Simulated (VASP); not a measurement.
# KBr (Pm-3m) in VASP: a series of runs, part 2 of 2

VASP 6.6.1.

**4. Single point, PBE (volume scaled by 1.02)**

INCAR

```
SYSTEM = KBr
ALGO     = Normal         ! electronic algorithm
EDIFF    = 1E-6           ! SCF threshold, eV
ENCUT    = 520            ! plane-wave cutoff, eV
GGA      = PE             ! functional
ISIF     = 2              ! what is computed and relaxed
ISMEAR   = -1             ! smearing method
LASPH    = .True.         ! aspherical terms in the spheres
LCHARG   = .False.        ! write CHGCAR
LREAL    = .False.        ! projectors in reciprocal space
LWAVE    = .False.        ! write WAVECAR
NBANDS   = 15             ! bands
NELM     = 80             ! most SCF steps
PREC     = Accurate       ! precision mode
SIGMA    = 0.05           ! smearing width, eV
```

KPOINTS

```
k-points
0
Gamma
  7 7 7
  0 0 0
```

POSCAR

```
KBr
1.0
    4.0702779195      0.0000000000      0.0000000000
    0.0000000000      4.0702779195      0.0000000000
    0.0000000000      0.0000000000      4.0702779195
Br K
1 1
Direct
    0.5000000000      0.5000000000      0.5000000000
    0.0000000000      0.0000000000      0.0000000000
```

Potentials or basis: VASP PAW PBE potentials, release 64 (Br, K_sv).

Command:

```bash
$ cat potpaw_PBE.64/Br/POTCAR potpaw_PBE.64/K_sv/POTCAR > POTCAR
$ mpirun -np 1 vasp_std > vasp.out
```

OUTCAR:

```text
SYSTEM = KBr
   EDIFF = 1E-6
   ENCUT = 520
   GGA = PE
   ISIF = 2
   ISMEAR = -1
   LASPH = .True.
   LREAL = .False.
   NELM = 80
   PREC = Accurate

 ion  position               nearest neighbor table
   1  0.500  0.500  0.500-
   2  0.000  0.000  0.000-

  LATTYP: Found a simple cubic cell.
 ALAT       =     4.0702779195

  Lattice vectors:

 A1 = (   4.0702779195,   0.0000000000,   0.0000000000)
 A2 = (   0.0000000000,   4.0702779195,   0.0000000000)
 A3 = (   0.0000000000,   0.0000000000,   4.0702779195)

Analysis of symmetry for initial positions (statically):
=====================================================================
 Subroutine PRICEL returns:
 Original cell was already a primitive cell.

 Routine SETGRP: Setting up the symmetry group for a
 simple cubic supercell.

 Subroutine GETGRP returns: Found 48 space group operations
 (whereof 48 operations were pure point group operations)
 out of a pool of 48 trial point group operations.

The static configuration has the point symmetry O_h .

Analysis of symmetry for dynamics (positions and initial velocities):
=====================================================================
 Subroutine PRICEL returns:
 Original cell was already a primitive cell.

 Routine SETGRP: Setting up the symmetry group for a
 simple cubic supercell.

 Subroutine GETGRP returns: Found 48 space group operations
 (whereof 48 operations were pure point group operations)
 out of a pool of 48 trial point group operations.

The dynamic configuration has the point symmetry O_h .

 Subroutine INISYM returns: Found 48 space group operations
 (whereof 48 operations are pure point group operations),
 and found     1 'primitive' translations

----------------------------------------------------------------------------------------
[... 113 lines left out ...]
   GGA     = PE    functional components
   LHFCALC =     F    Hartree Fock is set to
   AEXX    =    0.0000 exact exchange contribution
   IVDW    =     0    specifies the selected vdW correction
   LEPSILON=     F    determine dielectric tensor
   LRPA    =     F    only Hartree local field effects (RPA)
 non-spin polarized calculation
  energy-cutoff  :      520.00
  volume of cell :       67.43
 maximum number of plane-waves:      1839
 NGX is ok and might be reduce to    30
   NGX = 15   NGY = 15   NGZ = 15

 number of electron      16.0000002 magnetization

 Free energy of the ion-electron system (eV)
  ---------------------------------------------------
  ext. energy  EPLUGINS =         0.00000000
  ---------------------------------------------------
  free energy    TOTEN  =        -6.07711936 eV

  energy without entropy =       -6.07711936  energy(sigma->0) =       -6.07711936

 E-fermi :   0.2190     XC(G=0):  -7.7428

 val. band max:       -0.8794003438   @ k =   0.4286   0.4286   0.0000
 cond. band min:       2.9470901650   @ k =   0.0000   0.0000   0.0000
 fundamental gap:      3.8264905088
 Fermi energy:         0.2189645119

 k-point     1 :       0.0000    0.0000    0.0000
  band No.  band energies     occupation
      1     -29.5553      2.00000
      2     -13.5924      2.00000
      3     -12.9811      2.00000
      4     -12.9811      2.00000
      5     -12.9811      2.00000
      6      -1.1100      2.00000
      7      -1.1100      2.00000
      8      -1.1100      2.00000
      9       2.9471      0.00000
     10       5.0190      0.00000
     11       5.0190      0.00000
     12       8.7540      0.00000
     13       8.7540      0.00000
     14       8.7540      0.00000
[... 329 lines left out ...]
      2     -13.2738      2.00000
      3     -13.0787      2.00000
      4     -13.0787      2.00000
      5     -13.0721      2.00000
      6      -2.1741      2.00000
      7      -2.1741      2.00000
      8      -2.1540      2.00000
      9       6.2187      0.00000
     10       6.4961      0.00000
     11       6.4961      0.00000
     12       8.2352      0.00000
     13       8.4358      0.00000
     14       8.4358      0.00000
     15      10.2692      0.00000

------------------------ aborting loop because EDIFF is reached ----------------------------------------

  FORCE on cell =-STRESS in cart. coord.  units (eV):
  Direction    XX          YY          ZZ          XY          YZ          ZX
  --------------------------------------------------------------------------------------
  -------------------------------------------------------------------------------------
  Total       -0.1467951     -0.1467951     -0.1467951      0.0000000      0.0000000     -0.0000000
  in kB       -3.4877869     -3.4877869     -3.4877869      0.0000000      0.0000000     -0.0000000
  external PRESSURE =      -3.4877869 kB  Pullay stress =       0.0000000 kB

 VOLUME and BASIS-vectors are now :
 -----------------------------------------------------------------------------
  energy-cutoff  :      520.00
  volume of cell :       67.43
      direct lattice vectors                 reciprocal lattice vectors
     4.070277919  0.000000000  0.000000000     0.245683469  0.000000000  0.000000000
     0.000000000  4.070277919  0.000000000     0.000000000  0.245683469  0.000000000
     0.000000000  0.000000000  4.070277919     0.000000000  0.000000000  0.245683469

 POSITION                                       TOTAL-FORCE (eV/Angst)
 -----------------------------------------------------------------------------------
      2.03514      2.03514      2.03514         0.000000      0.000000      0.000000
      0.00000      0.00000      0.00000         0.000000      0.000000      0.000000
 -----------------------------------------------------------------------------------
    total drift:                                0.000000      0.000000     -0.000000

  FREE ENERGIE OF THE ION-ELECTRON SYSTEM (eV)
  ---------------------------------------------------
  free  energy   TOTEN  =        -6.0771193624 eV

  energy  without entropy=       -6.0771193623  energy(sigma->0) =       -6.07711936
```

OSZICAR:

```text
N       E                     dE             d eps       ncg     rms          rms(c)
DAV:   1     0.977873245957E+02    0.97787E+02   -0.69262E+03   600   0.951E+02
DAV:   2    -0.561586276617E+00   -0.98349E+02   -0.91740E+02   777   0.232E+02
DAV:   3    -0.607768065903E+01   -0.55161E+01   -0.54900E+01   845   0.480E+01
DAV:   4    -0.628539680175E+01   -0.20772E+00   -0.20769E+00   861   0.810E+00
DAV:   5    -0.628682727285E+01   -0.14305E-02   -0.14305E-02   859   0.784E-01    0.254E+00
DAV:   6    -0.610439916900E+01    0.18243E+00   -0.16030E-01   754   0.221E+00    0.186E+00
DAV:   7    -0.607384765714E+01    0.30552E-01   -0.91702E-02   789   0.188E+00    0.925E-01
DAV:   8    -0.607678061571E+01   -0.29330E-02   -0.14059E-02   826   0.850E-01    0.121E-01
DAV:   9    -0.607694729420E+01   -0.16668E-03   -0.50984E-04   817   0.176E-01    0.806E-02
DAV:  10    -0.607711877691E+01   -0.17148E-03   -0.22974E-04   628   0.110E-01    0.154E-02
DAV:  11    -0.607711936237E+01   -0.58546E-06   -0.88489E-06   835   0.201E-02
   1 F= -.60771194E+01 E0= -.60771194E+01  d E =-.416232E-10
```

Wall time 20 s (1 thread of Intel Xeon Platinum 8488C (Sapphire Rapids), shared host); peak memory 0.17 GiB.

Results:

```
Free energy            : -6.0771 eV
Pressure               : -0.3 GPa
Band gap on the k mesh : 3.83 eV, indirect (least direct gap 4.06 eV)
```

**5. Single point, PBE (volume scaled by 1.04)**

INCAR

```
SYSTEM = KBr
PREC     = Accurate       ! precision mode
ENCUT    = 520            ! plane-wave cutoff, eV
EDIFF    = 1E-7           ! SCF threshold, eV
ISMEAR   = -1             ! smearing method
SIGMA    = 0.05           ! smearing width, eV
LREAL    = .FALSE.        ! projectors in reciprocal space
LASPH    = .TRUE.         ! aspherical terms in the spheres
NELM     = 60             ! most SCF steps
ALGO     = Normal         ! electronic algorithm
ISIF     = 2              ! what is computed and relaxed
LWAVE    = .FALSE.        ! write WAVECAR
LCHARG   = .FALSE.        ! write CHGCAR
GGA      = PE             ! functional
NBANDS   = 15             ! bands
```

KPOINTS

```
regular mesh
0
G
  7 7 7
  0 0 0
```

POSCAR

```
KBr
1.0
    4.0967090362      0.0000000000      0.0000000000
    0.0000000000      4.0967090362      0.0000000000
    0.0000000000      0.0000000000      4.0967090362
Br K
1 1
Direct
    0.5000000000      0.5000000000      0.5000000000
    0.0000000000      0.0000000000      0.0000000000
```

Command:

```bash
$ cat potpaw_PBE.64/Br/POTCAR potpaw_PBE.64/K_sv/POTCAR > POTCAR
$ mpirun -np 1 vasp_std > vasp.out
```

Run time: 16 s. Hardware: 1 thread of Intel Xeon Platinum 8488C (Sapphire Rapids), shared host; peak memory 0.17 GiB.

The run converged. Its results:

* Free energy: -6.0736 eV
* Pressure: -0.6 GPa
* Band gap on the k mesh: 3.77 eV, indirect (least direct gap 4.00 eV)

Levels at points of the mesh, in eV from the valence-band top:
```tsv
k point	band 4	band 5	band 6	band 7	band 8	band 9	band 10	band 11	band 12	band 13
(0.00, 0.00, 0.00)	-12.14	-12.14	-0.23	-0.23	-0.23	3.77	5.92	5.92	9.59	9.59
```

**6. Single point, PBE (volume scaled by 1.06)**

INCAR

```
PREC = Accurate
ENCUT = 520
EDIFF = 1E-7
ISMEAR = -1
SIGMA = 0.05
LREAL = False
LASPH = True
NELM = 100
ALGO = Normal
ISIF = 2
LWAVE = False
LCHARG = True
GGA = PE
LELF = True
LVHAR = True
NBANDS = 15
```

KPOINTS

```
Automatic mesh
0
Gamma
  7 7 7
```

POSCAR

```
KBr
1.0
    4.1228034279      0.0000000000      0.0000000000
    0.0000000000      4.1228034279      0.0000000000
    0.0000000000      0.0000000000      4.1228034279
Br K
1 1
Direct
    0.5000000000      0.5000000000      0.5000000000
    0.0000000000      0.0000000000      0.0000000000
```

Potentials or basis: VASP PAW PBE potentials, release 64 (Br, K_sv).

Command:

```bash
$ cat potpaw_PBE.64/Br/POTCAR potpaw_PBE.64/K_sv/POTCAR > POTCAR
$ mpirun -np 1 vasp_std > vasp.out
```

Run time: 14 s. Hardware: 1 thread of Intel Xeon Platinum 8488C (Sapphire Rapids), shared host; peak memory 0.18 GiB.

Results (log left out):

```yaml
Free_energy: -6.0679 eV
Pressure: -0.8 GPa
Band_gap_on_the_k_mesh: 3.72 eV, indirect (least direct gap 3.94 eV)
```

Levels at points of the mesh, in eV from the valence-band top:
| k point | band 5 | band 6 | band 7 | band 8 | band 9 | band 10 | band 11 | band 12 |
| --- | --- | --- | --- | --- | --- | --- | --- | --- |
| (0.00, 0.00, 0.00) | -12.17 | -0.22 | -0.22 | -0.22 | 3.72 | 5.93 | 5.93 | 9.54 |

 A k mesh can miss the band edges.

**7. Summary**

| cell | gap on the mesh (eV) | pressure (GPa) |
| --- | --- | --- |
| a = 4.043 Å, 2 atoms | 3.89 | -0.1 |
| a = 4.070 Å, 2 atoms | 3.83 | -0.3 |
| a = 4.097 Å, 2 atoms | 3.77 | -0.6 |
| a = 4.123 Å, 2 atoms | 3.72 | -0.8 |

Alike in all rows: task single point; level PBE; potentials or basis VASP PAW PBE potentials, release 64 (Br, K_sv); no spin polarisation; k mesh 7 × 7 × 7; cutoff (eV) 520; smearing fermi-dirac 0.05 eV.

Absolute energies hang on the potentials; compare differences alone.
